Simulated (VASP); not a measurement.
# ZrOs3 (P6_3/mmc) in VASP: a series of runs

ZrOs3 is run at these levels: PBE; tasks: single point, relaxation of cell and atoms.

Program: VASP 6.6.1. These are calculated values, not measurements. Logs are shortened: lines on timing, memory, paths and dates and some standing lists are left out, and cuts for length are marked.

### Step 1. The cell of the first run

It takes space group P6_3/mmc (No. 194, hexagonal). The conventional cell has a = 5.695 Å, b = 5.695 Å, c = 4.519 Å, α = 90.00°, β = 90.00°, γ = 120.00°. Within 3.7 Å of Zr (site symmetry -6m2) lie 12 Os at 2.81 to 2.85 Å. Os (site symmetry mm2) has 8 Os at 2.77 to 2.91 Å and 4 Zr at 2.81 to 2.85 Å within 3.7 Å.

### Step 2. Single point, PBE

File INCAR:

```
PREC = Accurate ; ENCUT = 520
EDIFF = 1E-7 ; ISMEAR = 0
SIGMA = 0.1 ; LREAL = False
LASPH = True ; NELM = 60
ALGO = Fast ; ISIF = 2
LWAVE = False ; LCHARG = False
GGA = PE ; NBANDS = 46
```

File KPOINTS:

```
Automatic mesh
0
Gamma
  6 6 4
```

File POSCAR:

```
ZrOs3
1.0
    5.6949917704      0.0000000000      0.0000000000
   -2.8474958852      4.9320075475      0.0000000000
    0.0000000000      0.0000000000      4.5191492674
Zr Os
2 6
Direct
    0.3333333333      0.6666666667      0.2500000000
    0.6666666667      0.3333333333      0.7500000000
    0.8368436860      0.6736873720      0.2500000000
    0.1631563140      0.8368436860      0.7500000000
    0.3263126280      0.1631563140      0.2500000000
    0.1631563140      0.3263126280      0.7500000000
    0.8368436860      0.1631563140      0.2500000000
    0.6736873720      0.8368436860      0.7500000000
```

Potentials or basis: VASP PAW PBE potentials, release 64 (Zr_sv, Os).

The run is started by

```bash
$ cat potpaw_PBE.64/Zr_sv/POTCAR potpaw_PBE.64/Os/POTCAR > POTCAR
$ mpirun -np 1 vasp_std > vasp.out
```

OUTCAR:

```text
PREC = Accurate
   ENCUT = 520
   EDIFF = 1E-7
   ISMEAR = 0
   LREAL = False
   LASPH = True
   NELM = 60
   ISIF = 2
   GGA = PE

 ion  position               nearest neighbor table
   1  0.333  0.667  0.250-   4 2.81   4 2.81   6 2.81   6 2.81   8 2.81   8 2.81   5 2.85   3 2.85
                             7 2.85   7 2.85   5 2.85   3 2.85
   2  0.667  0.333  0.750-   7 2.81   7 2.81   3 2.81   3 2.81   5 2.81   5 2.81   8 2.85   6 2.85
                             4 2.85   4 2.85   8 2.85   6 2.85
   3  0.837  0.674  0.250-   4 2.77   8 2.77   4 2.77   8 2.77   7 2.79   5 2.79   2 2.81   2 2.81
                             1 2.85   1 2.85   7 2.91   5 2.91
   4  0.163  0.837  0.750-   5 2.77   5 2.77   3 2.77   3 2.77   6 2.79   8 2.79   1 2.81   1 2.81
                             2 2.85   2 2.85   6 2.91   8 2.91
   5  0.326  0.163  0.250-   4 2.77   4 2.77   6 2.77   6 2.77   3 2.79   7 2.79   2 2.81   2 2.81
                             1 2.85   1 2.85   3 2.91   7 2.91
   6  0.163  0.326  0.750-   5 2.77   7 2.77   5 2.77   7 2.77   4 2.79   8 2.79   1 2.81   1 2.81
                             2 2.85   2 2.85   4 2.91   8 2.91
   7  0.837  0.163  0.250-   8 2.77   8 2.77   6 2.77   6 2.77   3 2.79   5 2.79   2 2.81   2 2.81
                             1 2.85   1 2.85   3 2.91   5 2.91
   8  0.674  0.837  0.750-   7 2.77   7 2.77   3 2.77   3 2.77   6 2.79   4 2.79   1 2.81   1 2.81
                             2 2.85   2 2.85   6 2.91   4 2.91

  LATTYP: Found a hexagonal cell.
 ALAT       =     5.6949917704
 C/A-ratio  =     0.7935304298

  Lattice vectors:

 A1 = (   5.6949917704,   0.0000000000,   0.0000000000)
 A2 = (  -2.8474958852,   4.9320075475,   0.0000000000)
 A3 = (   0.0000000000,   0.0000000000,   4.5191492674)

Analysis of symmetry for initial positions (statically):
=====================================================================
 Subroutine PRICEL returns:
 Original cell was already a primitive cell.

 Routine SETGRP: Setting up the symmetry group for a
 hexagonal supercell.

 Subroutine GETGRP returns: Found 24 space group operations
 (whereof 12 operations were pure point group operations)
 out of a pool of 24 trial point group operations.

The static configuration has the point symmetry D_3d.
 The point group associated with its full space group is D_6h.

Analysis of symmetry for dynamics (positions and initial velocities):
=====================================================================
 Subroutine PRICEL returns:
 Original cell was already a primitive cell.

 Routine SETGRP: Setting up the symmetry group for a
 hexagonal supercell.

 Subroutine GETGRP returns: Found 24 space group operations
 (whereof 12 operations were pure point group operations)
 out of a pool of 24 trial point group operations.

The dynamic configuration has the point symmetry D_3d.
 The point group associated with its full space group is D_6h.

 Subroutine INISYM returns: Found 24 space group operations
 (whereof 12 operations are pure point group operations),
 and found     1 'primitive' translations

----------------------------------------------------------------------------------------

                                     Primitive cell

  volume of cell :     126.9327

  direct lattice vectors                    reciprocal lattice vectors
     5.694991770  0.000000000  0.000000000     0.175592879  0.101378596  0.000000000
    -2.847495885  4.932007547  0.000000000     0.000000000  0.202757192  0.000000000
     0.000000000  0.000000000  4.519149267     0.000000000  0.000000000  0.221280586

  length of vectors
     5.694991770  5.694991770  4.519149267     0.202757192  0.202757192  0.221280586

  position of ions in fractional coordinates (direct lattice)
     0.333333333  0.666666667  0.250000000
     0.666666667  0.333333333  0.750000000
     0.836843686  0.673687372  0.250000000
     0.163156314  0.836843686  0.750000000
     0.326312628  0.163156314  0.250000000
     0.163156314  0.326312628  0.750000000
     0.836843686  0.163156314  0.250000000
     0.673687372  0.836843686  0.750000000

  ion indices of the primitive-cell ions
   primitive index   ion index
                 1           1
                 2           2
                 3           3
                 4           4
                 5           5
                 6           6
                 7           7
                 8           8

----------------------------------------------------------------------------------------

 KPOINTS: Automatic mesh

Automatic generation of k-mesh.
 Grid dimensions read from file:
 generate k-points for:    6    6    4

 Generating k-lattice:

  Cartesian coordinates                     Fractional coordinates (reciprocal lattice)
     0.029265480  0.016896433  0.000000000     0.166666667 -0.000000000  0.000000000
     0.000000000  0.033792865  0.000000000     0.000000000  0.166666667  0.000000000
     0.000000000  0.000000000  0.055320147     0.000000000  0.000000000  0.250000000

  Length of vectors
     0.033792865  0.033792865  0.055320147

  Shift w.r.t. Gamma in fractional coordinates (k-lattice)
     0.000000000  0.000000000  0.000000000

 Subroutine IBZKPT returns following result:
 ===========================================

 Found     21 irreducible k-points:

 Following reciprocal coordinates:
            Coordinates               Weight
  0.000000  0.000000  0.000000      1.000000
  0.166667  0.000000  0.000000      6.000000
  0.333333  0.000000  0.000000      6.000000
  0.500000  0.000000  0.000000      3.000000
  0.166667  0.166667  0.000000      6.000000
  0.333333  0.166667  0.000000     12.000000
[... 13 lines left out ...]
  0.333333  0.166667  0.500000     12.000000
  0.333333  0.333333  0.500000      2.000000
   k-points           NKPTS =     21   k-points in BZ     NKDIM =     21   number of bands    NBANDS=     46
   number of dos      NEDOS =    301   number of ions     NIONS =      8
   total plane-waves  NPLWV =  63504
   dimension x,y,z NGX =    42 NGY =   42 NGZ =   36
   dimension x,y,z NGXF=    84 NGYF=   84 NGZF=   72
   ions per type =               2   6
   NGX,Y,Z   is equivalent  to a cutoff of  12.26, 12.26, 13.24 a.u.
   NGXF,Y,Z  is equivalent  to a cutoff of  24.52, 24.52, 26.49 a.u.
 SYSTEM =  unknown system
   PREC   = accura    normal or accurate (medium, high low for compatibility)
   ISTART =      0    job   : 0-new  1-cont  2-samecut
   ICHARG =      2    charge: 1-file 2-atom 10-const
   ISPIN  =      1    spin polarized calculation?
   LNONCOLLINEAR =      F non collinear calculations
   LSORBIT =      F    spin-orbit coupling
   LASPH  =      T    aspherical Exc in radial PAW
   ENCUT  =  520.0 eV  38.22 Ry    6.18 a.u.  10.59 10.59  8.40*2*pi/ulx,y,z
   NELM   =     60;   NELMIN=  2; NELMDL= -5     # of ELM steps
   EDIFF  = 0.1E-06   stopping-criterion for ELM
   LREAL  =      F    real-space projection
   EDIFFG = 0.1E-05   stopping-criterion for IOM
   NSW    =      0    number of steps for IOM
   IBRION =     -1    ionic relax: 0-MD 1-quasi-New 2-CG
   NFREE  =      0    steps in history (QN), initial steepest desc. (CG)
   ISIF   =      2    stress and relaxation
   ISYM   =      2    0-nonsym 1-usesym 2-fastsym
   POTIM  = 0.5000    time-step for ionic-motion
   TEBEG  =    0.0;   TEEND  =   0.0 temperature during run
   PSTRESS=    0.0 pullay stress
   NELECT =      72.0000    total number of electrons
   NUPDOWN=      -1.0000    fix difference up-down
   EMIN   =  10.00;   EMAX   =-10.00  energy-range for DOS
   EFERMI =   0.00;   METHOD = LEGACY
   ISMEAR =     0;   SIGMA  =   0.10  broadening in eV -4-tet -1-fermi 0-gaus
   EFERMI_NEDOS =   21; number of points for ismear=-14 and -15
   IALGO  =     68    algorithm
   IMIX   =      4    mixing-type and parameters
     AMIX     =   0.40;   BMIX     =  1.00
     AMIX_MAG =   1.60;   BMIX_MAG =  1.00
  volume/ion in A,a.u.               =      15.87       107.07
  Fermi-wavevector in a.u.,A,eV,Ry     =   1.355172  2.560904 24.986987  1.836492
  Thomas-Fermi vector in A             =   2.482282
   LORBIT       =      0    0 simple, 1 ext, 2 COOP (PROOUT), +10 PAW based schemes
   GGA     = PE    functional components
   LHFCALC =     F    Hartree Fock is set to
   AEXX    =    0.0000 exact exchange contribution
   IVDW    =     0    specifies the selected vdW correction
   LEPSILON=     F    determine dielectric tensor
   LRPA    =     F    only Hartree local field effects (RPA)
 non-spin polarized calculation
 RMM-DIIS sequential band-by-band and
 Gauss-broadening in eV      SIGMA  =   0.10
  energy-cutoff  :      520.00
  volume of cell :      126.93
 maximum number of plane-waves:      3461
   NGX = 21   NGY = 21   NGZ = 17

 number of electron      72.0000001 magnetization

 Free energy of the ion-electron system (eV)
  ---------------------------------------------------
  ext. energy  EPLUGINS =         0.00000000
  ---------------------------------------------------
  free energy    TOTEN  =       -84.74493878 eV

  energy without entropy =      -84.71234534  energy(sigma->0) =      -84.72864206

 E-fermi :   8.9394     XC(G=0): -13.2177

 val. band max:        8.9364946027   @ k =   0.1667   0.0000   0.0000
 cond. band min:       8.9488802557   @ k =   0.1667   0.0000   0.5000
 fundamental gap:      0.0123856530
 Fermi energy:         8.9394049829

 k-point     1 :       0.0000    0.0000    0.0000
  band No.  band energies     occupation
      1     -38.9144      2.00000
      2     -38.9055      2.00000
      3     -17.1077      2.00000
      4     -17.1077      2.00000
      5     -17.1029      2.00000
      6     -17.0568      2.00000
[... 38 lines left out ...]
     45      12.7990      0.00000
     46      12.8547      0.00000

 k-point     2 :       0.1667    0.0000    0.0000
  band No.  band energies     occupation
      1     -38.9134      2.00000
      2     -38.9055      2.00000
      3     -17.1155      2.00000
      4     -17.1135      2.00000
      5     -17.1002      2.00000
      6     -17.0684      2.00000
[... 38 lines left out ...]
     45      12.7808      0.00000
     46      12.9428      0.00000

 k-point     3 :       0.3333    0.0000    0.0000
  band No.  band energies     occupation
      1     -38.9110      2.00000
      2     -38.9059      2.00000
      3     -17.1309      2.00000
      4     -17.1244      2.00000
      5     -17.0931      2.00000
      6     -17.0917      2.00000
[... 38 lines left out ...]
     45      12.3336      0.00000
     46      12.4735      0.00000

 k-point     4 :       0.5000    0.0000    0.0000
  band No.  band energies     occupation
      1     -38.9095      2.00000
      2     -38.9065      2.00000
      3     -17.1386      2.00000
      4     -17.1297      2.00000
      5     -17.1033      2.00000
      6     -17.0873      2.00000
[... 773 lines left out ...]
     45      12.4182      0.00000
     46      12.4741      0.00000

 k-point    20 :       0.3333    0.1667    0.5000
  band No.  band energies     occupation
      1     -38.9067      2.00000
      2     -38.9067      2.00000
      3     -17.1370      2.00000
      4     -17.1370      2.00000
      5     -17.0953      2.00000
      6     -17.0953      2.00000
[... 38 lines left out ...]
     45      12.1005      0.00000
     46      12.1228      0.00000

 k-point    21 :       0.3333    0.3333    0.5000
  band No.  band energies     occupation
      1     -38.9065      2.00000
      2     -38.9065      2.00000
      3     -17.1372      2.00000
      4     -17.1372      2.00000
      5     -17.1040      2.00000
      6     -17.1040      2.00000
[... 38 lines left out ...]
     45      12.1526      0.00000
     46      12.1565      0.00000

------------------------ aborting loop because EDIFF is reached ----------------------------------------

  FORCE on cell =-STRESS in cart. coord.  units (eV):
  Direction    XX          YY          ZZ          XY          YZ          ZX
  --------------------------------------------------------------------------------------
  -------------------------------------------------------------------------------------
  Total       -0.0516438     -0.0516438     -0.0760156      0.0000000      0.0000000      0.0000000
  in kB       -0.6518615     -0.6518615     -0.9594884      0.0000000      0.0000000      0.0000000
  external PRESSURE =      -0.7544038 kB  Pullay stress =       0.0000000 kB

 VOLUME and BASIS-vectors are now :
 -----------------------------------------------------------------------------
  energy-cutoff  :      520.00
  volume of cell :      126.93
      direct lattice vectors                 reciprocal lattice vectors
     5.694991770  0.000000000  0.000000000     0.175592879  0.101378596  0.000000000
    -2.847495885  4.932007547  0.000000000     0.000000000  0.202757192  0.000000000
     0.000000000  0.000000000  4.519149267     0.000000000  0.000000000  0.221280586

 POSITION                                       TOTAL-FORCE (eV/Angst)
 -----------------------------------------------------------------------------------
     -0.00000      3.28801      1.12979        -0.000000     -0.000000      0.000000
      2.84750      1.64400      3.38936         0.000000     -0.000000      0.000000
      2.84750      3.32263      1.12979        -0.000000     -0.014892     -0.000000
     -1.45374      4.12732      3.38936         0.012897     -0.007446     -0.000000
      1.39376      0.80469      1.12979         0.012897      0.007446      0.000000
      0.00000      1.60938      3.38936         0.000000      0.014892      0.000000
      4.30123      0.80469      1.12979        -0.012897      0.007446      0.000000
      1.45374      4.12732      3.38936        -0.012897     -0.007446     -0.000000
 -----------------------------------------------------------------------------------
    total drift:                                0.000000     -0.000000      0.000000

  FREE ENERGIE OF THE ION-ELECTRON SYSTEM (eV)
  ---------------------------------------------------
  free  energy   TOTEN  =       -84.7449387798 eV

  energy  without entropy=      -84.7123453439  energy(sigma->0) =      -84.72864206
```

Run time: 1.9 min. Hardware: 1 thread of Intel Xeon 6975P-C (Granite Rapids), shared host; peak memory 0.29 GiB.

What came out:

```yaml
Free_energy: -84.7449 eV
Pressure: -0.1 GPa
Largest_force: 0.015 eV/Å
Band_gap_on_the_k_mesh: zero (bands 36 and 37 overlap by 1.10 eV)
```

Forces in eV/Å, atoms in the order of the input:
```
Zr   0.000  0.000  0.000
Zr   0.000  0.000  0.000
Os   0.000 -0.015  0.000
Os   0.013 -0.007  0.000
Os   0.013  0.007  0.000
Os   0.000  0.015  0.000
Os  -0.013  0.007  0.000
Os  -0.013 -0.007  0.000
```

Caveat: spin-orbit coupling is left out, which moves the levels of the heavy elements.

(Part 1 of 2 ends here.)
